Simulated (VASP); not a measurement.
# Cd3HgTe4 (P4/mmm) in VASP: notebook

Cd3HgTe4 is run at these levels: PBE; tasks: single point.

Program: VASP 6.6.1. These are calculated values, not measurements. Logs are shortened: lines on timing, memory, paths and dates and some standing lists are left out, and cuts for length are marked.

### Step 1. The cell of the first run

It takes space group P4/mmm (No. 123, tetragonal). The conventional cell has a = 4.378 Å, b = 4.378 Å, c = 12.382 Å, α = 90.00°, β = 90.00°, γ = 90.00°. Cd (site symmetry 4mm) has 6 Te at 3.10 Å within 4.1 Å. Within 4.1 Å of Cd (site symmetry 4/mmm) lie 6 Te at 3.10 Å. Within 4.1 Å of Hg (site symmetry 4/mmm) lie 6 Te at 3.10 Å. Within 4.1 Å of Te (site symmetry 4/mmm) lie 6 Cd at 3.10 Å. Within 4.1 Å of Te (site symmetry 4mm) lie 5 Cd at 3.10 Å and 1 Hg at 3.10 Å. Within 4.1 Å of Te (site symmetry 4/mmm) lie 2 Cd at 3.10 Å and 4 Hg at 3.10 Å.

### Step 2. Single point, PBE

The input, INCAR:

```
SYSTEM = Cd3HgTe4
PREC     = Accurate       ! precision mode
ENCUT    = 520            ! plane-wave cutoff, eV
EDIFF    = 1E-6           ! SCF threshold, eV
ISMEAR   = 0              ! smearing method
SIGMA    = 0.1            ! smearing width, eV
LREAL    = .False.        ! projectors in reciprocal space
LASPH    = .True.         ! aspherical terms in the spheres
NELM     = 80             ! most SCF steps
ALGO     = Normal         ! electronic algorithm
ISIF     = 2              ! what is computed and relaxed
LWAVE    = .False.        ! write WAVECAR
LCHARG   = .True.         ! write CHGCAR
GGA      = PE             ! functional
LELF     = .True.         ! ELF
LVHAR    = .True.       
NBANDS   = 46             ! bands
```

The input, KPOINTS:

```
Automatic mesh
0
Gamma
  4 4 2
  0 0 0
```

The input, POSCAR:

```
Cd3HgTe4
1.0
    4.3777576600      0.0000000000      0.0000000000
    0.0000000000      4.3777576600      0.0000000000
    0.0000000000      0.0000000000     12.3821685100
Cd Hg Te
3 1 4
Direct
    0.0000000000      0.0000000000      0.7500000000
    0.5000000000      0.5000000000      0.0000000000
    0.0000000000      0.0000000000      0.2500000000
    0.5000000000      0.5000000000      0.5000000000
    0.0000000000      0.0000000000      0.0000000000
    0.5000000000      0.5000000000      0.2500000000
    0.0000000000      0.0000000000      0.5000000000
    0.5000000000      0.5000000000      0.7500000000
```

Potentials or basis: VASP PAW PBE potentials, release 64 (Cd, Hg, Te).

Run with:

```console
$ cat potpaw_PBE.64/Cd/POTCAR potpaw_PBE.64/Hg/POTCAR potpaw_PBE.64/Te/POTCAR > POTCAR
$ mpirun -np 1 vasp_std > vasp.out
```

OUTCAR:

```text
SYSTEM = Cd3HgTe4
   PREC = Accurate
   ENCUT = 520
   EDIFF = 1E-6
   ISMEAR = 0
   LREAL = .False.
   LASPH = .True.
   NELM = 80
   ISIF = 2
   GGA = PE

 ion  position               nearest neighbor table
   1  0.000  0.000  0.750-   5 3.10   7 3.10   8 3.10   8 3.10   8 3.10   8 3.10
   2  0.500  0.500  0.000-   6 3.10   8 3.10   5 3.10   5 3.10   5 3.10   5 3.10
   3  0.000  0.000  0.250-   5 3.10   7 3.10   6 3.10   6 3.10   6 3.10   6 3.10
   4  0.500  0.500  0.500-   6 3.10   8 3.10   7 3.10   7 3.10   7 3.10   7 3.10
   5  0.000  0.000  0.000-   1 3.10   3 3.10   2 3.10   2 3.10   2 3.10   2 3.10
   6  0.500  0.500  0.250-   2 3.10   4 3.10   3 3.10   3 3.10   3 3.10   3 3.10
   7  0.000  0.000  0.500-   1 3.10   3 3.10   4 3.10   4 3.10   4 3.10   4 3.10
   8  0.500  0.500  0.750-   2 3.10   4 3.10   1 3.10   1 3.10   1 3.10   1 3.10

  LATTYP: Found a simple tetragonal cell.
 ALAT       =     4.3777576600
 C/A-ratio  =     2.8284271245

  Lattice vectors:

 A1 = (   4.3777576600,   0.0000000000,   0.0000000000)
 A2 = (   0.0000000000,   4.3777576600,   0.0000000000)
 A3 = (   0.0000000000,   0.0000000000,  12.3821685100)

Analysis of symmetry for initial positions (statically):
=====================================================================
 Subroutine PRICEL returns:
 Original cell was already a primitive cell.

 Routine SETGRP: Setting up the symmetry group for a
 simple tetragonal supercell.

 Subroutine GETGRP returns: Found 16 space group operations
 (whereof 16 operations were pure point group operations)
 out of a pool of 16 trial point group operations.

The static configuration has the point symmetry D_4h.

Analysis of symmetry for dynamics (positions and initial velocities):
=====================================================================
 Subroutine PRICEL returns:
 Original cell was already a primitive cell.

 Routine SETGRP: Setting up the symmetry group for a
 simple tetragonal supercell.

 Subroutine GETGRP returns: Found 16 space group operations
 (whereof 16 operations were pure point group operations)
 out of a pool of 16 trial point group operations.

The dynamic configuration has the point symmetry D_4h.

 Subroutine INISYM returns: Found 16 space group operations
 (whereof 16 operations are pure point group operations),
 and found     1 'primitive' translations

[... 99 lines left out ...]
   ISIF   =      2    stress and relaxation
   ISYM   =      2    0-nonsym 1-usesym 2-fastsym
   POTIM  = 0.5000    time-step for ionic-motion
   TEBEG  =    0.0;   TEEND  =   0.0 temperature during run
   PSTRESS=    0.0 pullay stress
   NELECT =      72.0000    total number of electrons
   NUPDOWN=      -1.0000    fix difference up-down
   EMIN   =  10.00;   EMAX   =-10.00  energy-range for DOS
   EFERMI =   0.00;   METHOD = LEGACY
   ISMEAR =     0;   SIGMA  =   0.10  broadening in eV -4-tet -1-fermi 0-gaus
   EFERMI_NEDOS =   21; number of points for ismear=-14 and -15
   IALGO  =     38    algorithm
   IMIX   =      4    mixing-type and parameters
     AMIX     =   0.40;   BMIX     =  1.00
     AMIX_MAG =   1.60;   BMIX_MAG =  1.00
  volume/ion in A,a.u.               =      29.66       200.17
  Fermi-wavevector in a.u.,A,eV,Ry     =   1.100067  2.078824 16.465041  1.210146
  Thomas-Fermi vector in A             =   2.236472
   LORBIT       =      0    0 simple, 1 ext, 2 COOP (PROOUT), +10 PAW based schemes
   GGA     = PE    functional components
   LHFCALC =     F    Hartree Fock is set to
   AEXX    =    0.0000 exact exchange contribution
   IVDW    =     0    specifies the selected vdW correction
   LEPSILON=     F    determine dielectric tensor
   LRPA    =     F    only Hartree local field effects (RPA)
 non-spin polarized calculation
 Gauss-broadening in eV      SIGMA  =   0.10
  energy-cutoff  :      520.00
  volume of cell :      237.30
 maximum number of plane-waves:      6451
 NGX is ok and might be reduce to    36
   NGX = 17   NGY = 17   NGZ = 47

 number of electron      71.9999989 magnetization

 Free energy of the ion-electron system (eV)
  ---------------------------------------------------
  ext. energy  EPLUGINS =         0.00000000
  ---------------------------------------------------
  free energy    TOTEN  =       -16.52690283 eV

  energy without entropy =      -16.50693935  energy(sigma->0) =      -16.51692109

 E-fermi :   3.6751     XC(G=0):  -9.5502

 val. band max:        3.6281254446   @ k =   0.5000   0.0000   0.0000
 cond. band min:       3.7200645376   @ k =   0.5000   0.0000   0.5000
 fundamental gap:      0.0919390930
 Fermi energy:         3.6750738104

 k-point     1 :       0.0000    0.0000    0.0000
  band No.  band energies     occupation
      1      -7.8470      2.00000
      2      -7.3502      2.00000
      3      -7.2255      2.00000
      4      -6.9645      2.00000
      5      -4.6130      2.00000
      6      -4.6084      2.00000
[... 577 lines left out ...]
     45      10.4000      0.00000
     46      10.4257      0.00000

------------------------ aborting loop because EDIFF is reached ----------------------------------------

  FORCE on cell =-STRESS in cart. coord.  units (eV):
  Direction    XX          YY          ZZ          XY          YZ          ZX
  --------------------------------------------------------------------------------------
  -------------------------------------------------------------------------------------
  Total       -1.0623698     -1.0623698     -1.5067161      0.0000000     -0.0000000      0.0000000
  in kB       -7.1727573     -7.1727573    -10.1728320      0.0000000     -0.0000000      0.0000000
  external PRESSURE =      -8.1727822 kB  Pullay stress =       0.0000000 kB

 VOLUME and BASIS-vectors are now :
 -----------------------------------------------------------------------------
  energy-cutoff  :      520.00
  volume of cell :      237.30
      direct lattice vectors                 reciprocal lattice vectors
     4.377757660  0.000000000  0.000000000     0.228427446  0.000000000  0.000000000
     0.000000000  4.377757660  0.000000000     0.000000000  0.228427446  0.000000000
     0.000000000  0.000000000 12.382168510     0.000000000  0.000000000  0.080761298

 POSITION                                       TOTAL-FORCE (eV/Angst)
 -----------------------------------------------------------------------------------
      0.00000      0.00000      9.28663         0.000000      0.000000      0.090705
      2.18888      2.18888      0.00000         0.000000      0.000000      0.000000
      0.00000      0.00000      3.09554         0.000000      0.000000     -0.090705
      2.18888      2.18888      6.19108         0.000000      0.000000      0.000000
      0.00000      0.00000      0.00000         0.000000      0.000000      0.000000
      2.18888      2.18888      3.09554        -0.000000     -0.000000     -0.137526
      0.00000      0.00000      6.19108         0.000000      0.000000      0.000000
      2.18888      2.18888      9.28663         0.000000     -0.000000      0.137526
 -----------------------------------------------------------------------------------
    total drift:                                0.000000      0.000000      0.000000

  FREE ENERGIE OF THE ION-ELECTRON SYSTEM (eV)
  ---------------------------------------------------
  free  energy   TOTEN  =       -16.5269028293 eV

  energy  without entropy=      -16.5069393515  energy(sigma->0) =      -16.51692109
```

OSZICAR:

```text
N       E                     dE             d eps       ncg     rms          rms(c)
DAV:   1     0.470416528861E+03    0.47042E+03   -0.32524E+04  1104   0.138E+03
DAV:   2     0.100719520168E+02   -0.46034E+03   -0.44604E+03  1194   0.330E+02
DAV:   3    -0.171876734723E+02   -0.27260E+02   -0.26706E+02  1294   0.772E+01
DAV:   4    -0.176164467058E+02   -0.42877E+00   -0.42779E+00  1274   0.789E+00
DAV:   5    -0.176232092325E+02   -0.67625E-02   -0.67622E-02  1234   0.104E+00    0.104E+01
DAV:   6    -0.165690215623E+02    0.10542E+01   -0.24713E+00  1228   0.107E+01    0.905E+00
DAV:   7    -0.165323069251E+02    0.36715E-01   -0.79590E-01  1194   0.353E+00    0.418E+00
DAV:   8    -0.165330937101E+02   -0.78679E-03   -0.11230E-01  1238   0.193E+00    0.950E-01
DAV:   9    -0.165303584015E+02    0.27353E-02   -0.54944E-02  1248   0.108E+00    0.634E-01
DAV:  10    -0.165267622962E+02    0.35961E-02   -0.16602E-02  1216   0.551E-01    0.287E-01
DAV:  11    -0.165269669114E+02   -0.20462E-03   -0.24488E-03  1216   0.191E-01    0.124E-01
DAV:  12    -0.165268955666E+02    0.71345E-04   -0.37288E-04  1332   0.740E-02    0.566E-02
DAV:  13    -0.165269029800E+02   -0.74134E-05   -0.86003E-05  1212   0.431E-02    0.217E-02
DAV:  14    -0.165269028293E+02    0.15075E-06   -0.80883E-06  1060   0.169E-02
   1 F= -.16526903E+02 E0= -.16516921E+02  d E =-.199635E-01
```

stdout:

```text
POSCAR found type information on POSCAR CdHgTe
 POSCAR found :  3 types and       8 ions
 scaLAPACK will be used
 LDA part: xc-table for (Slater+PW92), standard interpolation
 POSCAR, INCAR and KPOINTS ok, starting setup
 FFT: planning ... GRIDC
 FFT: planning ... GRID_SOFT
 FFT: planning ... GRID
 WAVECAR not read
 entering main loop
```

Run time: 71 s. Hardware: 1 thread of Intel Xeon 6975P-C (Granite Rapids), shared host; peak memory 0.41 GiB.

What came out:

```yaml
Free_energy: -16.5269 eV
Pressure: -0.8 GPa
Largest_force: 0.138 eV/Å
Band_gap_on_the_k_mesh: zero (bands 36 and 37 overlap by 1.99 eV)
```

Forces on the atoms (eV/Å):
```
Cd   0.000  0.000  0.091
Cd   0.000  0.000  0.000
Cd   0.000  0.000 -0.091
Hg   0.000  0.000  0.000
Te   0.000  0.000  0.000
Te   0.000  0.000 -0.138
Te   0.000  0.000  0.000
Te   0.000  0.000  0.138
```

Levels at points of the mesh, in eV from the Fermi level:
```tsv
k point	band 32	band 33	band 34	band 35	band 36	band 37	band 38	band 39	band 40	band 41
(0.00, 0.00, 0.00)	-1.35	-1.22	-1.22	-0.49	-0.49	-0.49	-0.17	1.25	1.44	4.41
(0.50, 0.00, 0.00)	-0.15	-0.12	-0.05	0.07	0.11	2.22	2.58	2.68	2.70	3.84
(0.50, 0.50, 0.00)	-2.99	-2.02	-1.99	-1.99	-1.96	-1.88	-1.30	2.00	2.12	4.43
(0.00, 0.00, 0.50)	-1.73	-0.98	-0.80	-0.80	-0.66	-0.66	-0.52	1.64	1.81	4.52
(0.50, 0.00, 0.50)	-0.99	-0.15	-0.12	-0.12	0.05	2.34	2.88	2.94	2.95	3.44
(0.50, 0.50, 0.50)	-2.87	-2.40	-2.40	-2.27	-2.27	-0.10	0.33	0.40	0.41	4.97
```

Caveat: spin-orbit coupling is left out, which moves the levels of the heavy elements.

### Step 3. Single point, PBE

This run uses another cell than the first one, of 28.84 Å³/atom.

The input, INCAR:

```
ALGO = Normal ; EDIFF = 1E-6
ENCUT = 520 ; GGA = PE
ISIF = 2 ; ISMEAR = 0
LASPH = True ; LCHARG = False
LREAL = False ; LWAVE = False
NBANDS = 46 ; NELM = 80
PREC = Accurate ; SIGMA = 0.1
```

The input, KPOINTS:

```
k-points
0
Gamma
  8 8 4
```

The input, POSCAR:

```
Cd3HgTe4
1.0
    4.3151853637      0.0000000000      0.0000000000
    0.0000000000      4.3151853637      0.0000000000
    0.0000000000      0.0000000000     12.3909402178
Cd Hg Te
3 1 4
Direct
    0.0000000000      0.0000000000      0.7511633322
    0.5000000000      0.5000000000      0.0000000000
    0.0000000000      0.0000000000      0.2488366678
    0.5000000000      0.5000000000      0.5000000000
    0.0000000000      0.0000000000      0.0000000000
    0.5000000000      0.5000000000      0.2424649751
    0.0000000000      0.0000000000      0.5000000000
    0.5000000000      0.5000000000      0.7575350249
```

Potentials or basis: VASP PAW PBE potentials, release 64 (Cd, Hg, Te).

Run with:

```console
$ cat potpaw_PBE.64/Cd/POTCAR potpaw_PBE.64/Hg/POTCAR potpaw_PBE.64/Te/POTCAR > POTCAR
$ mpirun -np 1 vasp_std > vasp.out
```

Run time: 3 min. Hardware: 1 thread of Intel Xeon 6975P-C (Granite Rapids), shared host; peak memory 0.59 GiB.

It converged, with:

```yaml
Free_energy: -16.7273 eV
Pressure: 0.1 GPa
Band_gap_on_the_k_mesh: zero (bands 36 and 37 overlap by 2.19 eV)
```

Forces on the atoms (eV/Å):
```
Cd   0.000  0.000 -0.003
Cd   0.000  0.000  0.000
Cd   0.000  0.000  0.003
Hg   0.000  0.000  0.000
Te   0.000  0.000  0.000
Te   0.000  0.000  0.002
Te   0.000  0.000  0.000
Te   0.000  0.000 -0.002
```

Levels at points of the mesh, in eV from the Fermi level:
```csv
k point,band 34,band 35,band 36,band 37,band 38,band 39
"(0.00, 0.00, 0.00)",-1.25,-0.48,-0.48,-0.43,0.00,1.30
"(0.50, 0.00, 0.00)",0.01,0.12,0.27,2.47,2.60,2.74
"(0.50, 0.50, 0.00)",-2.10,-2.00,-1.93,-1.93,-1.28,2.09
"(0.00, 0.00, 0.50)",-0.85,-0.85,-0.63,-0.63,-0.41,1.74
"(0.50, 0.00, 0.50)",-0.06,-0.04,0.25,2.61,3.02,3.10
"(0.50, 0.50, 0.50)",-2.57,-2.34,-2.34,-0.32,0.32,0.44
```

Caveat: spin-orbit coupling is left out, which moves the levels of the heavy elements.

### Step 4. Single point, PBE

This run uses another cell than the first one, of 28.85 Å³/atom.

The input, INCAR:

```
SYSTEM = Cd3HgTe4
ALGO     = Normal         ! electronic algorithm
EDIFF    = 1E-7           ! SCF threshold, eV
ENCUT    = 520            ! plane-wave cutoff, eV
GGA      = PE             ! functional
ISIF     = 2              ! what is computed and relaxed
ISMEAR   = 0              ! smearing method
LASPH    = .TRUE.         ! aspherical terms in the spheres
LCHARG   = .FALSE.        ! write CHGCAR
LREAL    = .FALSE.        ! projectors in reciprocal space
LWAVE    = .FALSE.        ! write WAVECAR
NBANDS   = 46             ! bands
NELM     = 60             ! most SCF steps
PREC     = Accurate       ! precision mode
SIGMA    = 0.1            ! smearing width, eV
```

The input, KPOINTS:

```
k-points
0
G
  10 10 4
  0 0 0
```

The input, POSCAR:

```
Cd3HgTe4
1.0
    4.3180653635      0.0000000000      0.0000000000
    0.0000000000      4.3180653635      0.0000000000
    0.0000000000      0.0000000000     12.3794084448
Cd Hg Te
3 1 4
Direct
    0.0000000000      0.0000000000      0.7509648058
    0.5000000000      0.5000000000      0.0000000000
    0.0000000000      0.0000000000      0.2490351942
    0.5000000000      0.5000000000      0.5000000000
    0.0000000000      0.0000000000      0.0000000000
    0.5000000000      0.5000000000      0.2420222090
    0.0000000000      0.0000000000      0.5000000000
    0.5000000000      0.5000000000      0.7579777910
```

Run with:

```console
$ cat potpaw_PBE.64/Cd/POTCAR potpaw_PBE.64/Hg/POTCAR potpaw_PBE.64/Te/POTCAR > POTCAR
$ mpirun -np 1 vasp_std > vasp.out
```

Wall time 4.5 min (1 thread of Intel Xeon 6975P-C (Granite Rapids), shared host); peak memory 0.71 GiB.

It converged, with:

```yaml
Free_energy: -16.7023 eV
Pressure: 0.1 GPa
Largest_force: 0.005 eV/Å
Band_gap_on_the_k_mesh: zero (bands 36 and 37 overlap by 2.21 eV)
```

Forces on the atoms (eV/Å):
```
Cd   0.000  0.000 -0.005
Cd   0.000  0.000  0.000
Cd   0.000  0.000  0.005
Hg   0.000  0.000  0.000
Te   0.000  0.000  0.000
Te   0.000  0.000 -0.001
Te   0.000  0.000  0.000
Te   0.000  0.000  0.001
```

Levels at points of the mesh, in eV from the Fermi level:
| k point | band 34 | band 35 | band 36 | band 37 | band 38 | band 39 |
| --- | --- | --- | --- | --- | --- | --- |
| (0.00, 0.00, 0.00) | -1.24 | -0.46 | -0.46 | -0.43 | 0.02 | 1.34 |
| (0.50, 0.00, 0.00) | 0.02 | 0.14 | 0.30 | 2.49 | 2.60 | 2.76 |
| (0.50, 0.50, 0.00) | -2.07 | -1.99 | -1.93 | -1.90 | -1.27 | 2.12 |
| (0.00, 0.00, 0.50) | -0.83 | -0.83 | -0.61 | -0.61 | -0.38 | 1.76 |
| (0.50, 0.00, 0.50) | -0.05 | -0.03 | 0.28 | 2.64 | 3.02 | 3.11 |
| (0.50, 0.50, 0.50) | -2.54 | -2.32 | -2.32 | -0.31 | 0.34 | 0.46 |

Caveat: spin-orbit coupling is left out, which moves the levels of the heavy elements.

### Step 5. Overview

| cell | k mesh | gap on the mesh (eV) | pressure (GPa) | largest force (eV/Å) |
| --- | --- | --- | --- | --- |
| a = 4.378, b = 4.378, c = 12.382 Å, 8 atoms, atomic positions A | 4 × 4 × 2 | none | -0.8 | 0.14 |
| a = 4.315, b = 4.315, c = 12.391 Å, 8 atoms, atomic positions B | 8 × 8 × 4 | none | 0.1 | - |
| a = 4.318, b = 4.318, c = 12.379 Å, 8 atoms, atomic positions B | 10 × 10 × 4 | none | 0.1 | 0.01 |

Alike in all rows: task single point; level PBE; potentials or basis VASP PAW PBE potentials, release 64 (Cd, Hg, Te); no spin polarisation; cutoff (eV) 520; smearing gaussian 0.1 eV.

Caveats: spin-orbit coupling is left out, which moves the levels of the heavy elements.

Total energies depend on the potentials used, so only differences within one code and one set of settings carry meaning.
